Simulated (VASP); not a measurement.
# Ba (P6_3/mmc) in VASP: notebook, part 2 of 2

VASP 6.6.1.

**4. Single point, PBE (volume scaled by 0.45)**

INCAR reads:

```
SYSTEM = Ba
ALGO     = Normal         ! electronic algorithm
EDIFF    = 1E-6           ! SCF threshold, eV
ENCUT    = 520            ! plane-wave cutoff, eV
GGA      = PE             ! functional
ISIF     = 2              ! what is computed and relaxed
ISMEAR   = -1             ! smearing method
LASPH    = .TRUE.         ! aspherical terms in the spheres
LCHARG   = .FALSE.        ! write CHGCAR
LREAL    = .FALSE.        ! projectors in reciprocal space
LWAVE    = .FALSE.        ! write WAVECAR
NBANDS   = 17             ! bands
NELM     = 80             ! most SCF steps
PREC     = Accurate       ! precision mode
SIGMA    = 0.1            ! smearing width, eV
```

KPOINTS reads:

```
k-points
0
G
  10 10 6
  0 0 0
```

POSCAR reads:

```
Ba
1.0
    3.5650947239      0.0000000000      0.0000000000
   -1.7825473620      3.0874625978      0.0000000000
    0.0000000000      0.0000000000      5.2195351556
Ba
2
Direct
    0.3333333333      0.6666666667      0.2500000000
    0.6666666667      0.3333333333      0.7500000000
```

Potentials or basis: VASP PAW PBE potentials, release 64 (Ba_sv).

Run with:

```console
> cat potpaw_PBE.64/Ba_sv/POTCAR > POTCAR
> mpirun -np 1 vasp_std > vasp.out
```

OUTCAR:

```text
SYSTEM = Ba
   EDIFF = 1E-6
   ENCUT = 520
   GGA = PE
   ISIF = 2
   ISMEAR = -1
   LASPH = .TRUE.
   LREAL = .FALSE.
   NELM = 80
   PREC = Accurate

 ion  position               nearest neighbor table
   1  0.333  0.667  0.250-   2 3.32   2 3.32   2 3.32   2 3.32   2 3.32   2 3.32
   2  0.667  0.333  0.750-   1 3.32   1 3.32   1 3.32   1 3.32   1 3.32   1 3.32

  LATTYP: Found a hexagonal cell.
 ALAT       =     3.5650947239
 C/A-ratio  =     1.4640663320

  Lattice vectors:

 A1 = (   3.5650947239,   0.0000000000,   0.0000000000)
 A2 = (  -1.7825473620,   3.0874625978,   0.0000000000)
 A3 = (   0.0000000000,   0.0000000000,   5.2195351556)

Analysis of symmetry for initial positions (statically):
=====================================================================
 Subroutine PRICEL returns:
 Original cell was already a primitive cell.

 Routine SETGRP: Setting up the symmetry group for a
 hexagonal supercell.

 Subroutine GETGRP returns: Found 24 space group operations
 (whereof 12 operations were pure point group operations)
 out of a pool of 24 trial point group operations.

The static configuration has the point symmetry D_3d.
 The point group associated with its full space group is D_6h.

Analysis of symmetry for dynamics (positions and initial velocities):
=====================================================================
 Subroutine PRICEL returns:
 Original cell was already a primitive cell.

 Routine SETGRP: Setting up the symmetry group for a
 hexagonal supercell.

 Subroutine GETGRP returns: Found 24 space group operations
 (whereof 12 operations were pure point group operations)
 out of a pool of 24 trial point group operations.

The dynamic configuration has the point symmetry D_3d.
 The point group associated with its full space group is D_6h.

 Subroutine INISYM returns: Found 24 space group operations
 (whereof 12 operations are pure point group operations),
 and found     1 'primitive' translations

[... 110 lines left out ...]
   EFERMI_NEDOS =   21; number of points for ismear=-14 and -15
   IALGO  =     38    algorithm
   IMIX   =      4    mixing-type and parameters
     AMIX     =   0.40;   BMIX     =  1.00
     AMIX_MAG =   1.60;   BMIX_MAG =  1.00
  volume/ion in A,a.u.               =      28.73       193.85
  Fermi-wavevector in a.u.,A,eV,Ry     =   1.151640  2.176283 18.045053  1.326274
  Thomas-Fermi vector in A             =   2.288296
   LORBIT       =      0    0 simple, 1 ext, 2 COOP (PROOUT), +10 PAW based schemes
   GGA     = PE    functional components
   LHFCALC =     F    Hartree Fock is set to
   AEXX    =    0.0000 exact exchange contribution
   IVDW    =     0    specifies the selected vdW correction
   LEPSILON=     F    determine dielectric tensor
   LRPA    =     F    only Hartree local field effects (RPA)
 non-spin polarized calculation
  energy-cutoff  :      520.00
  volume of cell :       57.45
 maximum number of plane-waves:      1580
 NGX is ok and might be reduce to    28
   NGX = 13   NGY = 13   NGZ = 19

 number of electron      20.0000002 magnetization

 Free energy of the ion-electron system (eV)
  ---------------------------------------------------
  ext. energy  EPLUGINS =         0.00000000
  ---------------------------------------------------
  free energy    TOTEN  =        -1.34761046 eV

  energy without entropy =       -1.28526573  energy(sigma->0) =       -1.31643810

 E-fermi :   5.6737     XC(G=0): -10.4291

 val. band max:        5.6561621215   @ k =   0.3000   0.3000   0.3333
 cond. band min:       5.7332809340   @ k =   0.3000   0.2000   0.3333
 fundamental gap:      0.0771188125
 Fermi energy:         5.6737116813

 k-point     1 :       0.0000    0.0000    0.0000
  band No.  band energies     occupation
      1     -23.4500      2.00000
      2     -22.3451      2.00000
      3     -10.3842      2.00000
      4      -7.3326      2.00000
      5      -7.3326      2.00000
      6      -6.5781      2.00000
[... 457 lines left out ...]
      4      -9.1230      2.00000
      5      -8.5472      2.00000
      6      -8.0816      2.00000
[... 9 lines left out ...]
     16      12.8063      0.00000
     17      13.4280      0.00000

 [... further k-points ...]

------------------------ aborting loop because EDIFF is reached ----------------------------------------

  FORCE on cell =-STRESS in cart. coord.  units (eV):
  Direction    XX          YY          ZZ          XY          YZ          ZX
  --------------------------------------------------------------------------------------
  -------------------------------------------------------------------------------------
  Total        7.1646132      7.1646132      7.6654231     -0.0000000     -0.0000000     -0.0000000
  in kB      199.8014907    199.8014907    213.7677111     -0.0000000     -0.0000000     -0.0000000
  external PRESSURE =     204.4568975 kB  Pullay stress =       0.0000000 kB

 VOLUME and BASIS-vectors are now :
 -----------------------------------------------------------------------------
  energy-cutoff  :      520.00
  volume of cell :       57.45
      direct lattice vectors                 reciprocal lattice vectors
     3.565094724  0.000000000  0.000000000     0.280497456  0.161945282  0.000000000
    -1.782547362  3.087462598  0.000000000     0.000000000  0.323890563  0.000000000
     0.000000000  0.000000000  5.219535156     0.000000000  0.000000000  0.191587942

 POSITION                                       TOTAL-FORCE (eV/Angst)
 -----------------------------------------------------------------------------------
     -0.00000      2.05831      1.30488         0.000000      0.000000      0.000000
      1.78255      1.02915      3.91465        -0.000000      0.000000      0.000000
 -----------------------------------------------------------------------------------
    total drift:                                0.000000     -0.000000      0.000000

  FREE ENERGIE OF THE ION-ELECTRON SYSTEM (eV)
  ---------------------------------------------------
  free  energy   TOTEN  =        -1.3476104620 eV

  energy  without entropy=       -1.2852657329  energy(sigma->0) =       -1.31643810
```

OSZICAR:

```text
N       E                     dE             d eps       ncg     rms          rms(c)
DAV:   1     0.127166277475E+03    0.12717E+03   -0.95368E+03  1904   0.107E+03
DAV:   2     0.459399525394E+01   -0.12257E+03   -0.11892E+03  2700   0.215E+02
DAV:   3    -0.149490369405E+01   -0.60889E+01   -0.59889E+01  2456   0.474E+01
DAV:   4    -0.170879173557E+01   -0.21389E+00   -0.21366E+00  2565   0.600E+00
DAV:   5    -0.170963408492E+01   -0.84235E-03   -0.84195E-03  2621   0.431E-01    0.111E+01
DAV:   6    -0.144488464432E+01    0.26475E+00   -0.21924E-01  2560   0.307E+00    0.589E+00
DAV:   7    -0.134775625650E+01    0.97128E-01   -0.25278E-01  2759   0.319E+00    0.283E-01
DAV:   8    -0.134756219751E+01    0.19406E-03   -0.10620E-02  2349   0.563E-01    0.178E-01
DAV:   9    -0.134766595928E+01   -0.10376E-03   -0.17500E-04  2497   0.700E-02    0.632E-02
DAV:  10    -0.134760943677E+01    0.56523E-04   -0.38241E-05  2466   0.514E-02    0.158E-02
DAV:  11    -0.134761096409E+01   -0.15273E-05   -0.17878E-06  1899   0.745E-03    0.342E-03
DAV:  12    -0.134761046204E+01    0.50205E-06   -0.16816E-07  1147   0.308E-03
   1 F= -.13476105E+01 E0= -.13164381E+01  d E =-.623447E-01
```

stdout:

```text
POSCAR found type information on POSCAR Ba
 POSCAR found :  1 types and       2 ions
 scaLAPACK will be used
 LDA part: xc-table for (Slater+PW92), standard interpolation
 POSCAR, INCAR and KPOINTS ok, starting setup
 FFT: planning ... GRIDC
 FFT: planning ... GRID_SOFT
 FFT: planning ... GRID
 WAVECAR not read
 entering main loop
```

Run time: 18 s. Hardware: 1 thread of Intel Xeon 6975P-C (Granite Rapids), shared host; peak memory 0.2 GiB.

What came out:

```yaml
Free_energy: -1.3476 eV
Pressure: 20.4 GPa
Band_gap_on_the_k_mesh: zero (band 10 reaches 6.09 eV, above the bottom of band 11 at 5.29 eV)
```

Caveat: spin-orbit coupling is left out, which moves the levels of the heavy elements.
